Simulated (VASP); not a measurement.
Set up this calculation in VASP 6.6.1, as the native input.

```yaml
Task: single point
Functional: PBE
Potentials_or_basis: VASP PAW PBE potentials, release 64 (Dy_3, H), 4f in core
Cutoff: 500 eV
k_mesh: 4 × 4 × 4
Occupations: gaussian, width 0.2 eV
Spin: no spin polarisation
Dipole_correction: no
Mended: yes
Further_INCAR_settings: ALGO = Normal; EDIFF = 1e-06; NBANDS = 28
```

The structure of Dy2H lies in POSCAR:

```
Dy2H
1.0
    0.0000000000      4.5093056158      4.5093056158
    4.5093056158      0.0000000000      4.5093056158
    4.5093056158      4.5093056158      0.0000000000
Dy H
4 2
Direct
    0.6250000000      0.6250000000      0.6250000000
    0.1250000000      0.6250000000      0.6250000000
    0.6250000000      0.6250000000      0.1250000000
    0.6250000000      0.1250000000      0.6250000000
    0.0000000000      0.0000000000      0.0000000000
    0.2500000000      0.2500000000      0.2500000000
```

The cell was built from a structure type or drawn by symmetry, and may not be a known phase.

The input as run:

INCAR

```
SYSTEM = Dy2H
ALGO = Normal
EDIFF = 1E-6
ENCUT = 500
GGA = PE
GGA_COMPAT = .FALSE.
ISIF = 2
ISMEAR = 0
LASPH = .TRUE.
LCHARG = .FALSE.
LMAXMIX = 6
LREAL = .FALSE.
LWAVE = .FALSE.
NBANDS = 28
NELM = 200
PREC = Accurate
SIGMA = 0.2
```

KPOINTS

```
k-points
0
G
  4 4 4
  0 0 0
```

Potentials or basis: VASP PAW PBE potentials, release 64 (Dy_3, H), 4f in core.

Command:

```bash
$ cat potpaw_PBE.64/Dy_3/POTCAR potpaw_PBE.64/H/POTCAR > POTCAR
$ mpirun -np 1 vasp_std > vasp.out
```

Results of the run:

```
Pressure               : 0.5 GPa
Band gap on the k mesh : zero (bands 19 and 20 overlap by 0.88 eV)
```

Caveat: spin-orbit coupling is left out, which moves the levels of the heavy elements; the 4f electrons are frozen in the core, so they carry no moment and show no levels.

Run time: 46 s on 1 thread of AMD EPYC 7R13 Processor (Zen 3), on a shared host, peak memory 0.29 GiB.
